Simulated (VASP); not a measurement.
# CoO (Pm-3m) in VASP: a series of runs

Runs on CoO. Level: PBE+U. Tasks: single point, relaxation of cell and atoms.

Program: VASP 6.6.1. These are calculated values, not measurements. Logs are shortened: lines on timing, memory, paths and dates and some standing lists are left out, and cuts for length are marked.

### Step 1. The cell of the first run

The structure is cubic, space group Pm-3m (No. 221). The conventional cell has a = 2.564 Å, b = 2.564 Å, c = 2.564 Å, α = 90.00°, β = 90.00°, γ = 90.00°. Co (site symmetry m-3m) has 8 O at 2.22 Å and 6 Co at 2.56 Å within 2.9 Å. Within 2.9 Å of O (site symmetry m-3m) lie 8 Co at 2.22 Å and 6 O at 2.56 Å.

### Step 2. Single point, PBE+U

Input file INCAR:

```
SYSTEM = CoO
ALGO = Normal ; EDIFF = 1E-6
ENCUT = 520 ; GGA = PE
ISIF = 2 ; ISMEAR = 0
LASPH = .True. ; LCHARG = .False.
LDAU = .True. ; LDAUJ = 0 0
LDAUL = 2 -1 ; LDAUPRINT = 1
LDAUTYPE = 2 ; LDAUU = 3.32 0
LMAXMIX = 4 ; LREAL = .False.
LWAVE = .False. ; NBANDS = 14
NELM = 150 ; PREC = Accurate
SIGMA = 0.02
```

Input file KPOINTS:

```
k-points
0
Gamma
  10 10 10
  0 0 0
```

Input file POSCAR:

```
CoO
1.0
    2.5638044542      0.0000000000      0.0000000000
    0.0000000000      2.5638044542      0.0000000000
    0.0000000000      0.0000000000      2.5638044542
Co O
1 1
Direct
    0.0000000000      0.0000000000      0.0000000000
    0.5000000000      0.5000000000      0.5000000000
```

Potentials or basis: VASP PAW PBE potentials, release 64 (Co, O).

Started as:

```console
$ cat potpaw_PBE.64/Co/POTCAR potpaw_PBE.64/O/POTCAR > POTCAR
$ mpirun -np 1 vasp_std > vasp.out
```

OUTCAR:

```text
SYSTEM = CoO
   EDIFF = 1E-6
   ENCUT = 520
   GGA = PE
   ISIF = 2
   ISMEAR = 0
   LASPH = .True.
   LREAL = .False.
   NELM = 150
   PREC = Accurate

 ion  position               nearest neighbor table
   1  0.000  0.000  0.000-   2 2.22   2 2.22   2 2.22   2 2.22   2 2.22   2 2.22   2 2.22   2 2.22

   2  0.500  0.500  0.500-   1 2.22   1 2.22   1 2.22   1 2.22   1 2.22   1 2.22   1 2.22   1 2.22

  LATTYP: Found a simple cubic cell.
 ALAT       =     2.5638044542

  Lattice vectors:

 A1 = (   2.5638044542,   0.0000000000,   0.0000000000)
 A2 = (   0.0000000000,   2.5638044542,   0.0000000000)
 A3 = (   0.0000000000,   0.0000000000,   2.5638044542)

Analysis of symmetry for initial positions (statically):
=====================================================================
 Subroutine PRICEL returns:
 Original cell was already a primitive cell.

 Routine SETGRP: Setting up the symmetry group for a
 simple cubic supercell.

 Subroutine GETGRP returns: Found 48 space group operations
 (whereof 48 operations were pure point group operations)
 out of a pool of 48 trial point group operations.

The static configuration has the point symmetry O_h .

Analysis of symmetry for dynamics (positions and initial velocities):
=====================================================================
 Subroutine PRICEL returns:
 Original cell was already a primitive cell.

 Routine SETGRP: Setting up the symmetry group for a
 simple cubic supercell.

 Subroutine GETGRP returns: Found 48 space group operations
 (whereof 48 operations were pure point group operations)
 out of a pool of 48 trial point group operations.

The dynamic configuration has the point symmetry O_h .

 Subroutine INISYM returns: Found 48 space group operations
 (whereof 48 operations are pure point group operations),
 and found     1 'primitive' translations

----------------------------------------------------------------------------------------

                                     Primitive cell

  volume of cell :      16.8521

[... 150 lines left out ...]

 occupancies and eigenvectors

  o =  0.6252  v =  1.0000  0.0000  0.0000  0.0000  0.0000  0.0000  0.0000  0.0000  0.0000  0.0000      0.0000  0.0000  0.0000  0.0000  0.0000  0.0000  0.0000  0.0000  0.0000  0.0000
  o =  0.6252  v =  0.0000  0.0000  0.0000  0.0000  0.0000  1.0000  0.0000  0.0000  0.0000  0.0000      0.0000  0.0000  0.0000  0.0000  0.0000  0.0000  0.0000  0.0000  0.0000  0.0000
  o =  0.6252  v =  0.0000 -0.9465 -0.0000  0.3228 -0.0000  0.0000  0.0000  0.0000  0.0000  0.0000      0.0000  0.0000  0.0000  0.0000  0.0000  0.0000  0.0000  0.0000  0.0000  0.0000
  o =  0.6252  v =  0.0000  0.0000  0.0000  0.0000  0.0000  0.0000 -0.9465 -0.0000  0.3228 -0.0000      0.0000  0.0000  0.0000  0.0000  0.0000  0.0000  0.0000  0.0000  0.0000  0.0000
  o =  0.6252  v =  0.0000  0.0000  0.0000  0.0000  0.0000  0.0000 -0.3228 -0.0000 -0.9465  0.0000      0.0000  0.0000  0.0000  0.0000  0.0000  0.0000  0.0000  0.0000  0.0000  0.0000
  o =  0.6252  v =  0.0000 -0.3228 -0.0000 -0.9465  0.0000  0.0000  0.0000  0.0000  0.0000  0.0000      0.0000  0.0000  0.0000  0.0000  0.0000  0.0000  0.0000  0.0000  0.0000  0.0000
  o =  0.9302  v =  0.0000  0.0000  0.0000  0.0000  0.0000  0.0000  0.0000 -1.0000  0.0000 -0.0010      0.0000  0.0000  0.0000  0.0000  0.0000  0.0000  0.0000  0.0000  0.0000  0.0000
  o =  0.9302  v =  0.0000  0.0000 -1.0000  0.0000 -0.0010  0.0000  0.0000  0.0000  0.0000  0.0000      0.0000  0.0000  0.0000  0.0000  0.0000  0.0000  0.0000  0.0000  0.0000  0.0000
  o =  0.9302  v =  0.0000  0.0000  0.0000  0.0000  0.0000  0.0000  0.0000  0.0010 -0.0000 -1.0000      0.0000  0.0000  0.0000  0.0000  0.0000  0.0000  0.0000  0.0000  0.0000  0.0000
  o =  0.9302  v =  0.0000  0.0000  0.0010 -0.0000 -1.0000  0.0000  0.0000  0.0000  0.0000  0.0000      0.0000  0.0000  0.0000  0.0000  0.0000  0.0000  0.0000  0.0000  0.0000  0.0000

 number of electron      15.0000023 magnetization

 Free energy of the ion-electron system (eV)
  ---------------------------------------------------
  ext. energy  EPLUGINS =         0.00000000
  ---------------------------------------------------
  free energy    TOTEN  =        -8.85296282 eV

  energy without entropy =       -8.85248445  energy(sigma->0) =       -8.85272363

 E-fermi :   9.1046     XC(G=0): -13.3506

 val. band max:        9.0918121327   @ k =   0.5000   0.0000   0.0000
 cond. band min:       9.1094959013   @ k =   0.4000   0.2000   0.0000
 fundamental gap:      0.0176837686
 Fermi energy:         9.1046096474

 k-point     1 :       0.0000    0.0000    0.0000
  band No.  band energies     occupation
      1     -11.7085      2.00000
      2       5.4030      2.00000
      3       5.4030      2.00000
      4       6.1241      2.00000
      5       6.1241      2.00000
      6       6.1241      2.00000
      7       8.9895      2.00000
      8       8.9895      2.00000
      9       8.9895      2.00000
     10      10.9408      0.00000
     11      24.9909      0.00000
     12      24.9909      0.00000
     13      30.8192      0.00000
     14      30.8192      0.00000
[... 377 lines left out ...]
      1     -10.7284      2.00000
      2       1.9731      2.00000
      3       4.8471      2.00000
      4       5.2040      2.00000
      5       6.1495      2.00000
      6       7.7252      2.00000
      7       8.8166      2.00000
      8       9.3680      0.00000
      9       9.8363      0.00000
     10      14.8117      0.00000
     11      21.5463      0.00000
     12      25.0363      0.00000
     13      28.5333      0.00000
     14      28.7106      0.00000

 [... further k-points ...]
[... 5 lines left out ...]
  --------------------------------------------------------------------------------------
  -------------------------------------------------------------------------------------
  Total       -0.5319512     -0.5319512     -0.5319512      0.0000000      0.0000000      0.0000000
  in kB      -50.5740463    -50.5740463    -50.5740463      0.0000000      0.0000000      0.0000000
  external PRESSURE =     -50.5740463 kB  Pullay stress =       0.0000000 kB

 VOLUME and BASIS-vectors are now :
 -----------------------------------------------------------------------------
  energy-cutoff  :      520.00
  volume of cell :       16.85
      direct lattice vectors                 reciprocal lattice vectors
     2.563804454  0.000000000  0.000000000     0.390045348  0.000000000  0.000000000
     0.000000000  2.563804454  0.000000000     0.000000000  0.390045348  0.000000000
     0.000000000  0.000000000  2.563804454     0.000000000  0.000000000  0.390045348

 POSITION                                       TOTAL-FORCE (eV/Angst)
 -----------------------------------------------------------------------------------
      0.00000      0.00000      0.00000         0.000000      0.000000      0.000000
      1.28190      1.28190      1.28190         0.000000      0.000000      0.000000
 -----------------------------------------------------------------------------------
    total drift:                                0.000000      0.000000      0.000000

  FREE ENERGIE OF THE ION-ELECTRON SYSTEM (eV)
  ---------------------------------------------------
  free  energy   TOTEN  =        -8.8529628212 eV

  energy  without entropy=       -8.8524844476  energy(sigma->0) =       -8.85272363
```

stdout:

```text
POSCAR found type information on POSCAR CoO
 POSCAR found :  2 types and       2 ions
 scaLAPACK will be used
 LDA part: xc-table for (Slater+PW92), standard interpolation
 POSCAR, INCAR and KPOINTS ok, starting setup
 FFT: planning ... GRIDC
 FFT: planning ... GRID_SOFT
 FFT: planning ... GRID
 WAVECAR not read
 entering main loop
```

Wall time 26 s (1 thread of Intel Xeon 8259CL, shared host); peak memory 0.13 GiB.

What came out:

| Item | Value |
| --- | --- |
| Free energy | -8.8530 eV |
| Pressure | -5.1 GPa |
| Band gap on the k mesh | zero (an odd number of electrons rules out a gap without spin polarisation) |

Eigenvalues of the final occupation matrices:
```tsv
site	spin	trace	eigenvalues
site 1 d	1	3.74	0.63 0.63 0.63 0.93 0.93
site 1 d	2	3.74	0.63 0.63 0.63 0.93 0.93
```

Caveat: the cell stands under tension; an odd number of electrons without spin polarisation forces a metal; a magnetic or distorted state may lie lower; the run has no spin polarisation, though such a crystal can be magnetic; U without spin polarisation on a metal has little footing. Spin polarisation is off, so any magnetic state and its effect on volume and gap are missing.

### Step 3. Single point, PBE+U

This run uses another cell than the first one, of 9.42 Å³/atom.

Input file INCAR:

```
SYSTEM = CoO
PREC = Accurate
ENCUT = 520
EDIFF = 1E-6
ISMEAR = 0
SIGMA = 0.02
LREAL = .FALSE.
LASPH = .TRUE.
NELM = 150
ALGO = Normal
ISIF = 2
LWAVE = .FALSE.
LCHARG = .TRUE.
LMAXMIX = 4
LDAU = .TRUE.
LDAUTYPE = 2
LDAUL = 2 -1
LDAUU = 3.32 0
LDAUJ = 0 0
LDAUPRINT = 1
GGA = PE
LELF = .TRUE.
LVHAR = .TRUE.
NBANDS = 14
```

Input file KPOINTS:

```
Automatic mesh
0
G
  10 10 10
  0 0 0
```

Input file POSCAR:

```
CoO
1.0
    2.6612513074      0.0000000000      0.0000000000
    0.0000000000      2.6612513074      0.0000000000
    0.0000000000      0.0000000000      2.6612513074
Co O
1 1
Direct
    0.0000000000      0.0000000000      0.0000000000
    0.5000000000      0.5000000000      0.5000000000
```

Potentials or basis: VASP PAW PBE potentials, release 64 (Co, O).

Started as:

```console
$ cat potpaw_PBE.64/Co/POTCAR potpaw_PBE.64/O/POTCAR > POTCAR
$ mpirun -np 1 vasp_std > vasp.out
```

OUTCAR:

```text
SYSTEM = CoO
   PREC = Accurate
   ENCUT = 520
   EDIFF = 1E-6
   ISMEAR = 0
   LREAL = .FALSE.
   LASPH = .TRUE.
   NELM = 150
   ISIF = 2
   GGA = PE

 ion  position               nearest neighbor table
   1  0.000  0.000  0.000-   2 2.30   2 2.30   2 2.30   2 2.30   2 2.30   2 2.30   2 2.30   2 2.30

   2  0.500  0.500  0.500-   1 2.30   1 2.30   1 2.30   1 2.30   1 2.30   1 2.30   1 2.30   1 2.30

  LATTYP: Found a simple cubic cell.
 ALAT       =     2.6612513074

  Lattice vectors:

 A1 = (   2.6612513074,   0.0000000000,   0.0000000000)
 A2 = (   0.0000000000,   2.6612513074,   0.0000000000)
[... 624 lines left out ...]
     11      18.9053      0.00000
     12      22.6015      0.00000
     13      25.6101      0.00000
     14      26.2748      0.00000

 [... further k-points ...]
[... 5 lines left out ...]
  --------------------------------------------------------------------------------------
  -------------------------------------------------------------------------------------
  Total       -2.6108106     -2.6108106     -2.6108106      0.0000000      0.0000000     -0.0000000
  in kB     -221.9362681   -221.9362681   -221.9362681      0.0000000      0.0000000     -0.0000000
  external PRESSURE =    -221.9362681 kB  Pullay stress =       0.0000000 kB

 VOLUME and BASIS-vectors are now :
 -----------------------------------------------------------------------------
  energy-cutoff  :      520.00
  volume of cell :       18.85
      direct lattice vectors                 reciprocal lattice vectors
     2.661251307  0.000000000  0.000000000     0.375763085  0.000000000  0.000000000
     0.000000000  2.661251307  0.000000000     0.000000000  0.375763085  0.000000000
     0.000000000  0.000000000  2.661251307     0.000000000  0.000000000  0.375763085

 POSITION                                       TOTAL-FORCE (eV/Angst)
 -----------------------------------------------------------------------------------
      0.00000      0.00000      0.00000         0.000000      0.000000      0.000000
      1.33063      1.33063      1.33063         0.000000      0.000000      0.000000
 -----------------------------------------------------------------------------------
    total drift:                                0.000000      0.000000      0.000000

  FREE ENERGIE OF THE ION-ELECTRON SYSTEM (eV)
  ---------------------------------------------------
  free  energy   TOTEN  =        -8.6743874867 eV

  energy  without entropy=       -8.6739975886  energy(sigma->0) =       -8.67419254
```

OSZICAR:

```text
N       E                     dE             d eps       ncg     rms          rms(c)
DAV:   1     0.760062909747E+02    0.76006E+02   -0.70383E+03  1654   0.124E+03
DAV:   2    -0.622922820787E+01   -0.82236E+02   -0.72309E+02  1724   0.243E+02
DAV:   3    -0.104896200131E+02   -0.42604E+01   -0.41162E+01  1784   0.636E+01
DAV:   4    -0.105372526646E+02   -0.47633E-01   -0.47575E-01  1854   0.650E+00
DAV:   5    -0.105385579536E+02   -0.13053E-02   -0.13053E-02  1818   0.106E+00    0.113E+01
DAV:   6    -0.133949181070E+02   -0.28564E+01   -0.26061E+01  1962   0.740E+01    0.234E+01
DAV:   7    -0.868079724608E+01    0.47141E+01   -0.21892E+01  1986   0.745E+01    0.427E+00
DAV:   8    -0.850985797099E+01    0.17094E+00   -0.69512E-01  2024   0.127E+01    0.142E+00
DAV:   9    -0.857247341416E+01   -0.62615E-01   -0.10142E-01  1942   0.236E+00    0.118E+00
DAV:  10    -0.866614002776E+01   -0.93667E-01   -0.24623E-01  1636   0.505E+00    0.903E-01
DAV:  11    -0.867532474165E+01   -0.91847E-02   -0.65835E-02  2208   0.373E+00    0.375E-01
DAV:  12    -0.867441491964E+01    0.90982E-03   -0.43046E-03  2100   0.100E+00    0.891E-02
DAV:  13    -0.867399940905E+01    0.41551E-03   -0.11339E-03  1746   0.371E-01    0.751E-02
DAV:  14    -0.867430242316E+01   -0.30301E-03   -0.10177E-03  1740   0.299E-01    0.356E-02
DAV:  15    -0.867437419993E+01   -0.71777E-04   -0.20860E-04  1736   0.139E-01    0.146E-02
DAV:  16    -0.867438569824E+01   -0.11498E-04   -0.10553E-05  1852   0.350E-02    0.507E-03
DAV:  17    -0.867438746614E+01   -0.17679E-05   -0.27326E-06  1260   0.156E-02    0.630E-04
DAV:  18    -0.867438748669E+01   -0.20547E-07   -0.25038E-07   808   0.626E-03
   1 F= -.86743875E+01 E0= -.86741925E+01  d E =-.389898E-03
```

stdout:

```text
POSCAR found type information on POSCAR CoO
 POSCAR found :  2 types and       2 ions
 scaLAPACK will be used
 LDA part: xc-table for (Slater+PW92), standard interpolation
 POSCAR, INCAR and KPOINTS ok, starting setup
 FFT: planning ... GRIDC
 FFT: planning ... GRID_SOFT
 FFT: planning ... GRID
 WAVECAR not read
 entering main loop
```

It took 19 s on 1 thread of Intel Xeon 8259CL, shared host; peak memory 0.13 GiB.

Results:

* Free energy: -8.6744 eV
* Pressure: -22.2 GPa
* Band gap on the k mesh: zero (an odd number of electrons rules out a gap without spin polarisation)

Eigenvalues of the final occupation matrices:
```
    site  spin  trace               eigenvalues
site 1 d     1   3.69  0.61 0.61 0.61 0.93 0.93
site 1 d     2   3.69  0.61 0.61 0.61 0.93 0.93
```

Caveat: the cell stands under tension; an odd number of electrons without spin polarisation forces a metal; a magnetic or distorted state may lie lower; the run has no spin polarisation, though such a crystal can be magnetic; U without spin polarisation on a metal has little footing. Spin polarisation is off, so any magnetic state and its effect on volume and gap are missing.

(Part 1 of 2 ends here.)
